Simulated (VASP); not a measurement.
Set up this calculation in VASP 6.6.1, as the native input.

* Task: single point
* Functional: PBE
* Potentials or basis: VASP PAW PBE potentials, release 64 (Ga_d, S)
* Cutoff: 520 eV
* k mesh: 3 × 3 × 3
* Occupations: gaussian, width 0.1 eV
* Spin: no spin polarisation
* Dipole correction: no
* Further INCAR settings: ALGO = Normal; EDIFF = 1e-06; NBANDS = 34

The structure of GaS2 lies in POSCAR:

```
GaS2
1.0
    3.7752602639      2.1796475270      5.6340982038
   -3.7752602639      2.1796475270      5.6340982038
    0.0000000000     -4.3592950619      5.6340982008
Ga S
2 4
Direct
    0.6347612770      0.6347612770      0.6347612770
    0.3652387230      0.3652387230      0.3652387230
    0.5000000000      0.5000000000      0.5000000000
    0.5000000000      0.5000000000      0.0000000000
    0.0000000000      0.5000000000      0.5000000000
    0.5000000000      0.0000000000      0.5000000000
```

The cell was generated, and may not be a known phase.

These files were run (other wordings do the same):

INCAR

```
PREC     = Accurate       # precision mode
ENCUT    = 520            # plane-wave cutoff, eV
EDIFF    = 1E-6           # SCF threshold, eV
ISMEAR   = 0              # smearing method
SIGMA    = 0.1            # smearing width, eV
LREAL    = F              # projectors in reciprocal space
LASPH    = T              # aspherical terms in the spheres
NELM     = 100            # most SCF steps
ALGO     = Normal         # electronic algorithm
ISIF     = 2              # what is computed and relaxed
LWAVE    = F              # write WAVECAR
LCHARG   = F              # write CHGCAR
GGA      = PE             # functional
NBANDS   = 34             # bands
```

KPOINTS

```
Automatic mesh
0
Gamma
  3 3 3
```

Potentials or basis: VASP PAW PBE potentials, release 64 (Ga_d, S).

Run with:

```bash
$ cat potpaw_PBE.64/Ga_d/POTCAR potpaw_PBE.64/S/POTCAR > POTCAR
$ mpirun -np 1 vasp_std > vasp.out
```

It gave:

```
Pressure               : -0.1 GPa
Largest force          : 0.025 eV/Å
Band gap on the k mesh : zero (bands 25 and 26 overlap by 0.16 eV)
```

Wall time 46 s on 1 thread of AMD EPYC 9R45 96-Core Processor (Zen 5), with other jobs on the host, peak memory 0.37 GiB.
